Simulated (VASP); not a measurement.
Wanted: the native input for a VASP 6.6.1 run.

```yaml
Task: single point
Functional: PBE
Potentials_or_basis: VASP PAW PBE potentials, release 64 (Mg, Cd, Te)
Cutoff: 520 eV
k_mesh: 4 × 2 × 2
Occupations: gaussian, width 0.1 eV
Spin: no spin polarisation
Dipole_correction: no
Further_INCAR_settings: ALGO = Normal; EDIFF = 1e-07; NBANDS = 46
```

The structure of Mg2CdTe3 lies in POSCAR:

```
Mg2CdTe3
1.0
    4.6479822374     -0.0009611279      0.0017177976
   -0.0019335061      8.0080237478     -0.0136751375
    0.0048067716     -0.0189236478     11.3061536466
Mg Cd Te
4 2 6
Direct
   -0.0005090452      0.0005539824      0.9994752319
    0.5005779483      0.5005432934      0.9995179142
   -0.0001845494      0.3327031840      0.6691606168
    0.4993434337      0.8326479234      0.6694548448
    0.5003075615      0.1671421913      0.3320511808
    0.0005453538      0.6672989166      0.3321334857
    0.4995698854      0.1668392581      0.0788496170
    0.0005123992      0.6668999231      0.0788821447
    0.0002453646      0.3336332888      0.4202042328
    0.5004533559      0.8336473867      0.4203860049
   -0.0006544108     -0.0008822450      0.7499142120
    0.4997927032      0.4989728971      0.7499705144
```

One way to write it, as run:

INCAR

```
SYSTEM = Mg2CdTe3
  PREC = Accurate
  ENCUT = 520
  EDIFF = 1E-7
  ISMEAR = 0
  SIGMA = 0.1
  LREAL = .FALSE.
  LASPH = .TRUE.
  NELM = 60
  ALGO = Normal
  ISIF = 2
  LWAVE = .FALSE.
  LCHARG = .FALSE.
  GGA = PE
  NBANDS = 46
```

KPOINTS

```
regular mesh
0
G
  4 2 2
  0 0 0
```

Potentials or basis: VASP PAW PBE potentials, release 64 (Mg, Cd, Te).

Run with:

```console
$ cat potpaw_PBE.64/Mg/POTCAR potpaw_PBE.64/Cd/POTCAR potpaw_PBE.64/Te/POTCAR > POTCAR
$ mpirun -np 1 vasp_std > vasp.out
```

Results of the run:

```json
{
 "Pressure": "0.0 GPa",
 "Largest force": "0.016 eV/Å",
 "Band gap on the k mesh": "1.44 eV"
}
```

Caveat: spin-orbit coupling is left out, which moves the levels of the heavy elements.

Run time: 9.6 min on 1 thread of Intel Xeon 8259CL, on a shared host, peak memory 0.57 GiB.
